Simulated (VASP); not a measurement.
# C in VASP: notebook

Runs on C. Level: r2SCAN. Tasks: single point.

Everything below comes from runs of VASP 6.6.1. Logs are shortened: lines on timing, memory, paths and dates and some standing lists are left out, and cuts for length are marked.

## Step 1: The cell of the first run

Symmetry: I4_1/amd, No. 141, tetragonal system. Conventional cell: a = 2.492 Å, b = 2.492 Å, c = 3.568 Å, α = 90.00°, β = 90.00°, γ = 90.00°. C (site symmetry -4m2) has 4 C at 1.53 Å within 2.0 Å.

## Step 2: Single point, r2SCAN (in-plane strain -0.01, then relaxed in part)

The input, POSCAR:

```
C
1.0
    1.7623393886      1.7623393886      0.0000000000
   -1.7623393886      1.7623393886      0.0000000000
    0.0000000000      1.7623393886      1.7840339235
C
2
Direct
    0.5000000000      0.5000000000      0.0000000000
    0.7500000000      0.2500000000      0.5000000000
```

The input, INCAR.step1:

```
ALGO = Normal
EDIFF = 1E-5
ENCUT = 1430
GGA = PE
GGA_COMPAT = F
ISMEAR = 0
LASPH = T
LCHARG = F
LREAL = F
LWAVE = T
NBANDS = 11
NELM = 120
PREC = Accurate
SIGMA = 0.01
```

The input, INCAR.step2:

```
ALGO = Normal
EDIFF = 1E-6
ENCUT = 1430
GGA_COMPAT = F
ISIF = 2
ISMEAR = 0
ISTART = 1
LASPH = T
LCHARG = T
LELF = T
LMIXTAU = T
LREAL = F
LVHAR = T
LWAVE = F
METAGGA = R2SCAN
NBANDS = 11
NELM = 120
PREC = Accurate
SIGMA = 0.01
```

The input, KPOINTS:

```
k-points
0
Gamma
  12 12 12
```

Potentials or basis: VASP PAW PBE potentials, release 64 (C_h).

The run is started by

```bash
$ cat potpaw_PBE.64/C_h/POTCAR > POTCAR
$ cp INCAR.step1 INCAR
$ mpirun -np 1 vasp_std > vasp.out
$ cp INCAR.step2 INCAR
$ mpirun -np 1 vasp_std > vasp.out
```

OUTCAR:

```text
EDIFF = 1E-6
   ENCUT = 1430
   ISIF = 2
   ISMEAR = 0
   ISTART = 1
   LASPH = T
   LREAL = F
   METAGGA = R2SCAN
   NELM = 120
   PREC = Accurate

 ion  position               nearest neighbor table
   1  0.500  0.500  0.000-
   2  0.750  0.250  0.500-

  LATTYP: Found a body centered tetragonal cell.
 ALAT       =     2.4923242649
 C/A-ratio  =     1.4316226413

  Lattice vectors:

 A1 = (   1.7623393886,   0.0000000000,  -1.7840339235)
 A2 = (  -1.7623393886,   0.0000000000,  -1.7840339235)
 A3 = (   0.0000000000,   1.7623393886,   1.7840339235)

Analysis of symmetry for initial positions (statically):
=====================================================================
 Subroutine PRICEL returns:
 Original cell was already a primitive cell.

 Routine SETGRP: Setting up the symmetry group for a
 body centered tetragonal supercell.

 Subroutine GETGRP returns: Found 16 space group operations
 (whereof  8 operations were pure point group operations)
 out of a pool of 16 trial point group operations.

The static configuration has the point symmetry D_2d.
 The point group associated with its full space group is D_4h.

Analysis of symmetry for dynamics (positions and initial velocities):
=====================================================================
 Subroutine PRICEL returns:
 Original cell was already a primitive cell.

 Routine SETGRP: Setting up the symmetry group for a
 body centered tetragonal supercell.

 Subroutine GETGRP returns: Found 16 space group operations
 (whereof  8 operations were pure point group operations)
 out of a pool of 16 trial point group operations.

The dynamic configuration has the point symmetry D_2d.
 The point group associated with its full space group is D_4h.

 Subroutine INISYM returns: Found 16 space group operations
 (whereof  8 operations are pure point group operations),
 and found     1 'primitive' translations

----------------------------------------------------------------------------------------

                                     Primitive cell

  volume of cell :      11.0818

  direct lattice vectors                    reciprocal lattice vectors
     1.762339389  1.762339389  0.000000000     0.283713797  0.283713797 -0.280263729
    -1.762339389  1.762339389  0.000000000    -0.283713797  0.283713797 -0.280263729
     0.000000000  1.762339389  1.784033924     0.000000000  0.000000000  0.560527458

  length of vectors
     2.492324265  2.492324265  2.507711539     0.489422921  0.489422921  0.560527458

  position of ions in fractional coordinates (direct lattice)
     0.500000000  0.500000000  0.000000000
     0.750000000  0.250000000  0.500000000

  ion indices of the primitive-cell ions
   primitive index   ion index
                 1           1
                 2           2

----------------------------------------------------------------------------------------

 KPOINTS: k-points

Automatic generation of k-mesh.
 Grid dimensions read from file:
 generate k-points for:   12   12   12

 Generating k-lattice:

  Cartesian coordinates                     Fractional coordinates (reciprocal lattice)
     0.023642816  0.023642816 -0.023355311     0.083333333  0.000000000  0.000000000
    -0.023642816  0.023642816 -0.023355311     0.000000000  0.083333333  0.000000000
     0.000000000  0.000000000  0.046710621     0.000000000  0.000000000  0.083333333

  Length of vectors
     0.040785243  0.040785243  0.046710621

  Shift w.r.t. Gamma in fractional coordinates (k-lattice)
     0.000000000  0.000000000  0.000000000

 Subroutine IBZKPT returns following result:
 ===========================================

 Found    163 irreducible k-points:

 Following reciprocal coordinates:
            Coordinates               Weight
  0.000000  0.000000  0.000000      1.000000
  0.083333  0.000000 -0.000000      8.000000
  0.166667  0.000000 -0.000000      8.000000
  0.250000  0.000000 -0.000000      8.000000
  0.333333  0.000000  0.000000      8.000000
  0.416667  0.000000 -0.000000      8.000000
[... 16 lines left out ...]
  0.500000  0.166667 -0.000000     16.000000
 -0.416667  0.166667  0.000000     16.000000
 [... further k-points ...]
   k-points           NKPTS =    163   k-points in BZ     NKDIM =    163   number of bands    NBANDS=     11
   number of dos      NEDOS =    301   number of ions     NIONS =      2
   total plane-waves  NPLWV =  32768
   dimension x,y,z NGX =    32 NGY =   32 NGZ =   32
   dimension x,y,z NGXF=    64 NGYF=   64 NGZF=   64
   ions per type =               2
   NGX,Y,Z   is equivalent  to a cutoff of  21.35, 21.35, 21.21 a.u.
   NGXF,Y,Z  is equivalent  to a cutoff of  42.69, 42.69, 42.43 a.u.
 SYSTEM =  unknown system
   PREC   = accura    normal or accurate (medium, high low for compatibility)
   ISTART =      1    job   : 0-new  1-cont  2-samecut
   ICHARG =      0    charge: 1-file 2-atom 10-const
   ISPIN  =      1    spin polarized calculation?
   LNONCOLLINEAR =      F non collinear calculations
   LSORBIT =      F    spin-orbit coupling
   LASPH  =      T    aspherical Exc in radial PAW
   ENCUT  = 1430.0 eV 105.10 Ry   10.25 a.u.   7.68  7.68  7.73*2*pi/ulx,y,z
   NELM   =    120;   NELMIN=  2; NELMDL=  0     # of ELM steps
   EDIFF  = 0.1E-05   stopping-criterion for ELM
   LREAL  =      F    real-space projection
   EDIFFG = 0.1E-04   stopping-criterion for IOM
   NSW    =      0    number of steps for IOM
   IBRION =     -1    ionic relax: 0-MD 1-quasi-New 2-CG
   NFREE  =      0    steps in history (QN), initial steepest desc. (CG)
   ISIF   =      2    stress and relaxation
   ISYM   =      2    0-nonsym 1-usesym 2-fastsym
   POTIM  = 0.5000    time-step for ionic-motion
   TEBEG  =    0.0;   TEEND  =   0.0 temperature during run
   PSTRESS=    0.0 pullay stress
   NELECT =       8.0000    total number of electrons
   NUPDOWN=      -1.0000    fix difference up-down
   EMIN   =  10.00;   EMAX   =-10.00  energy-range for DOS
   EFERMI =   0.00;   METHOD = LEGACY
   ISMEAR =     0;   SIGMA  =   0.01  broadening in eV -4-tet -1-fermi 0-gaus
   EFERMI_NEDOS =   21; number of points for ismear=-14 and -15
   IALGO  =     38    algorithm
   IMIX   =      4    mixing-type and parameters
     AMIX     =   0.40;   BMIX     =  1.00
     AMIX_MAG =   1.60;   BMIX_MAG =  1.00
  volume/ion in A,a.u.               =       5.54        37.39
  Fermi-wavevector in a.u.,A,eV,Ry     =   1.468591  2.775234 29.344481  2.156759
  Thomas-Fermi vector in A             =   2.584070
   LORBIT       =      0    0 simple, 1 ext, 2 COOP (PROOUT), +10 PAW based schemes
   METAGGA = R2SCAN    functional components
   LHFCALC =     F    Hartree Fock is set to
   AEXX    =    0.0000 exact exchange contribution
   IVDW    =     0    specifies the selected vdW correction
   LEPSILON=     F    determine dielectric tensor
   LRPA    =     F    only Hartree local field effects (RPA)
 non-spin polarized calculation
 Gauss-broadening in eV      SIGMA  =   0.01
  energy-cutoff  :     1430.00
  volume of cell :       11.08
 maximum number of plane-waves:      1379
   NGX = 15   NGY = 15   NGZ = 15

 number of electron       8.0000000 magnetization

 Free energy of the ion-electron system (eV)
  ---------------------------------------------------
  ext. energy  EPLUGINS =         0.00000000
  ---------------------------------------------------
  free energy    TOTEN  =       -19.71443545 eV

  energy without entropy =      -19.71443545  energy(sigma->0) =      -19.71443545

 E-fermi :  11.4780     XC(G=0): -14.3983

 val. band max:       11.3443557066   @ k =   0.0000   0.0000   0.0000
 cond. band min:      15.6090550521   @ k =  -0.3333   0.3333   0.0000
 fundamental gap:      4.2646993455
 Fermi energy:        11.4780345554

 k-point     1 :       0.0000    0.0000    0.0000
  band No.  band energies     occupation
      1     -11.7157      2.00000
      2      11.1449      2.00000
      3      11.3444      2.00000
      4      11.3444      2.00000
      5      17.1697      0.00000
      6      17.1697      0.00000
      7      17.3350      0.00000
      8      25.6932      0.00000
      9      32.0045      0.00000
     10      38.5340      0.00000
     11      39.2249      0.00000

 k-point     2 :       0.0833    0.0000   -0.0000
  band No.  band energies     occupation
      1     -11.5117      2.00000
      2       9.9376      2.00000
      3      10.8638      2.00000
      4      10.9961      2.00000
      5      17.6356      0.00000
      6      17.7071      0.00000
      7      18.0456      0.00000
      8      25.8787      0.00000
      9      32.3522      0.00000
     10      36.5449      0.00000
     11      37.0731      0.00000

 k-point     3 :       0.1667    0.0000   -0.0000
  band No.  band energies     occupation
      1     -10.9023      2.00000
      2       7.2146      2.00000
      3      10.0880      2.00000
      4      10.2461      2.00000
      5      18.6486      0.00000
      6      18.6878      0.00000
      7      19.2417      0.00000
      8      26.4092      0.00000
      9      33.0728      0.00000
     10      34.9630      0.00000
     11      35.3426      0.00000

 k-point     4 :       0.2500    0.0000   -0.0000
  band No.  band energies     occupation
      1      -9.8967      2.00000
      2       4.1758      2.00000
      3       9.2924      2.00000
      4       9.4787      2.00000
      5      19.5505      0.00000
      6      19.5987      0.00000
      7      20.0844      0.00000
      8      27.1420      0.00000
      9      33.4995      0.00000
     10      34.6659      0.00000
     11      34.8615      0.00000

 k-point     5 :       0.3333    0.0000    0.0000
  band No.  band energies     occupation
      1      -8.5189      2.00000
      2       1.2093      2.00000
      3       8.6605      2.00000
      4       8.8729      2.00000
      5      19.9978      0.00000
      6      20.1431      0.00000
      7      20.5656      0.00000
      8      27.7970      0.00000
      9      33.7548      0.00000
     10      35.7083      0.00000
     11      35.7403      0.00000
[... 211 lines left out ...]
 k-point    21 :       0.3333    0.1667   -0.0000
  band No.  band energies     occupation
      1      -6.7652      2.00000
      2      -0.0084      2.00000
      3       5.2214      2.00000
      4       8.0124      2.00000
      5      19.7886      0.00000
      6      21.5068      0.00000
      7      23.2434      0.00000
      8      27.4653      0.00000
      9      32.6932      0.00000
     10      34.2012      0.00000
     11      37.7878      0.00000

 k-point    22 :       0.4167    0.1667   -0.0000
  band No.  band energies     occupation
      1      -5.1967      2.00000
      2      -2.1138      2.00000
      3       5.4404      2.00000
      4       7.3383      2.00000
      5      19.2281      0.00000
      6      22.1934      0.00000
      7      23.4279      0.00000
      8      27.9680      0.00000
      9      32.0788      0.00000
     10      36.8137      0.00000
     11      37.7684      0.00000

 k-point    23 :       0.5000    0.1667   -0.0000
  band No.  band energies     occupation
      1      -5.6117      2.00000
      2      -1.6113      2.00000
      3       5.9634      2.00000
      4       6.9363      2.00000
      5      18.7666      0.00000
      6      22.6946      0.00000
      7      23.4737      0.00000
      8      26.5947      0.00000
      9      32.9187      0.00000
     10      36.9854      0.00000
     11      39.4754      0.00000

 k-point    24 :      -0.4167    0.1667    0.0000
  band No.  band energies     occupation
      1      -7.2729      2.00000
      2       0.7530      2.00000
      3       6.7078      2.00000
      4       6.8707      2.00000
      5      18.3214      0.00000
      6      22.9447      0.00000
      7      23.4106      0.00000
      8      24.8167      0.00000
      9      33.9576      0.00000
     10      35.4849      0.00000
     11      40.2461      0.00000

 [... further k-points ...]

------------------------ aborting loop because EDIFF is reached ----------------------------------------

  FORCE on cell =-STRESS in cart. coord.  units (eV):
  Direction    XX          YY          ZZ          XY          YZ          ZX
  --------------------------------------------------------------------------------------
  -------------------------------------------------------------------------------------
  Total        0.8222450      0.8222450     -0.0468182      0.0000000     -0.0000000      0.0000000
  in kB      118.8774834    118.8774834     -6.7688187      0.0000000     -0.0000000      0.0000000
  external PRESSURE =      76.9953827 kB  Pullay stress =       0.0000000 kB

 VOLUME and BASIS-vectors are now :
 -----------------------------------------------------------------------------
  energy-cutoff  :     1430.00
  volume of cell :       11.08
      direct lattice vectors                 reciprocal lattice vectors
     1.762339389  1.762339389  0.000000000     0.283713797  0.283713797 -0.280263729
    -1.762339389  1.762339389  0.000000000    -0.283713797  0.283713797 -0.280263729
     0.000000000  1.762339389  1.784033924     0.000000000  0.000000000  0.560527458

 POSITION                                       TOTAL-FORCE (eV/Angst)
 -----------------------------------------------------------------------------------
      0.00000      1.76234      0.00000        -0.000000      0.000000      0.000000
      0.88117      2.64351      0.89202         0.000000     -0.000000      0.000000
 -----------------------------------------------------------------------------------
    total drift:                                0.000000     -0.000000     -0.000000

  FREE ENERGIE OF THE ION-ELECTRON SYSTEM (eV)
  ---------------------------------------------------
  free  energy   TOTEN  =       -19.7144354485 eV

  energy  without entropy=      -19.7144354485  energy(sigma->0) =      -19.71443545
```

Run time: 72 s. Hardware: 1 thread of Intel Xeon 6975P-C (Granite Rapids), shared host; peak memory 0.22 GiB.

What came out:

- Free energy: -19.7144 eV
- Pressure: 7.7 GPa
- Band gap on the k mesh: 4.26 eV (least direct gap 5.83 eV)

Caveat: the cell differs from its parent crystal (in-plane strain -0.01, then relaxed in part); the stress differs along the axes, from -1 to 12 GPa; the PAW data sets were made with another functional, which shifts forces and pressure a little. A k mesh can miss the band edges.

(Continued in part 2 of 2.)
